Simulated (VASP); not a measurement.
# Cu (Fm-3m) in VASP: settings compared, part 2 of 2

VASP 6.6.1. Earlier steps stand in the parts before.

## Step 4: Single point, PBE (one atom moved)

File INCAR:

```
SYSTEM = Cu
  PREC = Accurate
  ENCUT = 520
  EDIFF = 1E-6
  ISMEAR = 0
  SIGMA = 0.1
  LREAL = .False.
  LASPH = .True.
  NELM = 60
  ALGO = Fast
  ISIF = 2
  LWAVE = .False.
  LCHARG = .False.
  GGA = PE
  NBANDS = 12
```

File KPOINTS:

```
Automatic mesh
0
Gamma
  18 18 18
  0 0 0
```

File POSCAR:

```
Cu
1.0
    0.0000000000      1.8075000000      1.8075000000
    1.8075000000      0.0000000000      1.8075000000
    1.8075000000      1.8075000000      0.0000000000
Cu
1
Direct
    0.0420719225     -0.0228852006     -0.0087496542
```

Potentials or basis: VASP PAW PBE potentials, release 64 (Cu).

Launch:

```sh
> cat potpaw_PBE.64/Cu/POTCAR > POTCAR
> mpirun -np 1 vasp_std > vasp.out
```

OUTCAR:

```text
SYSTEM = Cu
   PREC = Accurate
   ENCUT = 520
   EDIFF = 1E-6
   ISMEAR = 0
   LREAL = .False.
   LASPH = .True.
   NELM = 60
   ISIF = 2
   GGA = PE

 ion  position               nearest neighbor table
   1  0.042  0.977  0.991-

  LATTYP: Found a face centered cubic cell.
 ALAT       =     3.6150000000

  Lattice vectors:

 A1 = (   0.0000000000,   1.8075000000,   1.8075000000)
 A2 = (   1.8075000000,   0.0000000000,   1.8075000000)
 A3 = (   1.8075000000,   1.8075000000,   0.0000000000)

Analysis of symmetry for initial positions (statically):
=====================================================================
 Subroutine PRICEL returns:
 Original cell was already a primitive cell.

 Routine SETGRP: Setting up the symmetry group for a
 face centered cubic supercell.

 Subroutine GETGRP returns: Found 48 space group operations
 (whereof  1 operations were pure point group operations)
 out of a pool of 48 trial point group operations.

The static configuration has the point symmetry C_1 .
 The point group associated with its full space group is O_h .

Analysis of symmetry for dynamics (positions and initial velocities):
=====================================================================
[... 163 lines left out ...]
 Fermi energy:         7.5619773381

 k-point     1 :       0.0000    0.0000    0.0000
  band No.  band energies     occupation
      1      -1.7654      2.00000
      2       4.5638      2.00000
      3       4.5638      2.00000
      4       4.5638      2.00000
      5       5.3861      2.00000
      6       5.3861      2.00000
      7      30.1798      0.00000
      8      32.8244      0.00000
      9      32.8244      0.00000
     10      32.8244      0.00000
     11      35.3172      0.00000
     12      35.3172      0.00000
[... 331 lines left out ...]
 k-point    24 :      -0.2222    0.0556    0.0000
  band No.  band energies     occupation
      1       0.3078      2.00000
      2       4.2724      2.00000
      3       4.7203      2.00000
      4       4.7587      2.00000
      5       5.3385      2.00000
      6       5.5820      2.00000
      7      20.5642      0.00000
      8      27.5457      0.00000
      9      31.2370      0.00000
     10      32.3205      0.00000
     11      34.9000      0.00000
     12      35.5099      0.00000

 [... further k-points ...]
[... 5 lines left out ...]
  --------------------------------------------------------------------------------------
  -------------------------------------------------------------------------------------
  Total        0.1781453      0.1781453      0.1781453      0.0000000     -0.0000000      0.0000000
  in kB       24.1668530     24.1668530     24.1668530      0.0000000     -0.0000000      0.0000000
  external PRESSURE =      24.1668530 kB  Pullay stress =       0.0000000 kB

 VOLUME and BASIS-vectors are now :
 -----------------------------------------------------------------------------
  energy-cutoff  :      520.00
  volume of cell :       11.81
      direct lattice vectors                 reciprocal lattice vectors
     0.000000000  1.807500000  1.807500000    -0.276625173  0.276625173  0.276625173
     1.807500000  0.000000000  1.807500000     0.276625173 -0.276625173  0.276625173
     1.807500000  1.807500000  0.000000000     0.276625173  0.276625173 -0.276625173

 POSITION                                       TOTAL-FORCE (eV/Angst)
 -----------------------------------------------------------------------------------
      3.55782      1.86773      1.84218        -0.000000      0.000000     -0.000000
 -----------------------------------------------------------------------------------
    total drift:                                0.000024     -0.000052      0.000014

  FREE ENERGIE OF THE ION-ELECTRON SYSTEM (eV)
  ---------------------------------------------------
  free  energy   TOTEN  =        -3.7275765403 eV

  energy  without entropy=       -3.7260905336  energy(sigma->0) =       -3.72683354
```

OSZICAR:

```text
N       E                     dE             d eps       ncg     rms          rms(c)
DAV:   1     0.438359042916E+02    0.43836E+02   -0.52941E+03  5068   0.155E+03
DAV:   2    -0.324998198984E+01   -0.47086E+02   -0.43460E+02  4804   0.207E+02
DAV:   3    -0.462229751355E+01   -0.13723E+01   -0.13656E+01  5452   0.406E+01
DAV:   4    -0.463062491069E+01   -0.83274E-02   -0.83264E-02  5356   0.283E+00
DAV:   5    -0.463070234168E+01   -0.77431E-04   -0.77430E-04  5572   0.275E-01    0.767E+00
RMM:   6    -0.407837309018E+01    0.55233E+00   -0.31555E+00  5851   0.330E+01    0.436E+00
RMM:   7    -0.374096182671E+01    0.33741E+00   -0.46814E-01  5819   0.123E+01    0.979E-01
RMM:   8    -0.372867535541E+01    0.12286E-01   -0.11488E-02  5994   0.115E+00    0.255E-01
RMM:   9    -0.372752276567E+01    0.11526E-02   -0.25194E-03  6140   0.911E-01    0.257E-02
RMM:  10    -0.372756749079E+01   -0.44725E-04   -0.43267E-04  6222   0.273E-01    0.132E-02
RMM:  11    -0.372757497550E+01   -0.74847E-05   -0.62247E-05  6430   0.851E-02    0.800E-03
RMM:  12    -0.372757644212E+01   -0.14666E-05   -0.91415E-06  5793   0.331E-02    0.263E-03
RMM:  13    -0.372757654028E+01   -0.98159E-07   -0.14102E-06  4178   0.126E-02
   1 F= -.37275765E+01 E0= -.37268335E+01  d E =-.148601E-02
```

stdout:

```text
POSCAR found type information on POSCAR Cu
 POSCAR found :  1 types and       1 ions
 scaLAPACK will be used
 LDA part: xc-table for (Slater+PW92), standard interpolation
 POSCAR, INCAR and KPOINTS ok, starting setup
 FFT: planning ... GRIDC
 FFT: planning ... GRID_SOFT
 FFT: planning ... GRID
 WAVECAR not read
 entering main loop
```

Wall time 23 s (1 thread of Intel Xeon Platinum 8259CL at 2.50GHz (Skylake/Cascade Lake), shared host); peak memory 0.14 GiB.

Results:

```
Free energy : -3.7276 eV
Pressure    : 2.4 GPa
```

Caveat: the cell differs from its parent crystal (one atom moved).

## Step 5: Single point, PBE (strained)

File INCAR:

```
SYSTEM = Cu
  ALGO = Normal
  EDIFF = 1E-7
  ENCUT = 520
  GGA = PE
  ISIF = 2
  ISMEAR = 0
  LASPH = .TRUE.
  LCHARG = .FALSE.
  LREAL = .FALSE.
  LWAVE = .FALSE.
  NBANDS = 12
  NELM = 60
  PREC = Accurate
  SIGMA = 0.1
```

File KPOINTS:

```
k-points
0
G
  20 20 20
  0 0 0
```

File POSCAR:

```
Cu
1.0
    0.0000000000      1.7618064000      1.7618064000
    1.7618064000      0.0000000000      1.7618064000
    1.7618064000      1.7618064000      0.0000000000
Cu
1
Direct
    0.0000000000      0.0000000000      0.0000000000
```

Launch:

```sh
> cat potpaw_PBE.64/Cu/POTCAR > POTCAR
> mpirun -np 1 vasp_std > vasp.out
```

Run time: 30 s. Hardware: 1 thread of Intel Xeon Platinum 8259CL at 2.50GHz (Skylake/Cascade Lake), shared host; peak memory 0.15 GiB.

Results (log left out):

| Item | Value |
| --- | --- |
| Free energy | -3.6798 eV |
| Pressure | 16.2 GPa |

Levels at points of the mesh, in eV from the Fermi level:
```tsv
k point	band 4	band 5	band 6	band 7	band 8	band 9
(0.00, 0.00, 0.00)	-3.26	-2.33	-2.33	23.22	26.47	26.47
(0.50, 0.00, 0.00)	-1.69	-1.69	-1.22	4.18	21.68	23.31
(0.50, 0.50, 0.00)	-1.53	-1.53	1.46	7.68	13.71	13.71
```

Caveat: the cell differs from its parent crystal (strained).

## Step 6: The runs side by side

```tsv
task	level	cell	k mesh	cutoff (eV)	gap on the mesh (eV)	pressure (GPa)
single point	revPBE	a = 2.567 Å, angles 60.0°, 1 atom	20 × 20 × 20	520	none	4.1
relaxation of cell and atoms	PBE	relaxed from a = 2.556 Å, angles 60.0°, 1 atom	20 × 20 × 20	600	none	0.0
single point	PBE	a = 2.556 Å, angles 60.0°, 1 atom	18 × 18 × 18	520	none	2.4
single point	PBE	a = 2.492 Å, angles 60.0°, 1 atom	20 × 20 × 20	520	none	16.2
```

Alike in all rows: potentials or basis VASP PAW PBE potentials, release 64 (Cu); no spin polarisation; smearing gaussian 0.1 eV.

Caveats: the PAW data sets were made with another functional, which shifts forces and pressure a little (some runs).

Total energies depend on the potentials used, so only differences within one code and one set of settings carry meaning.
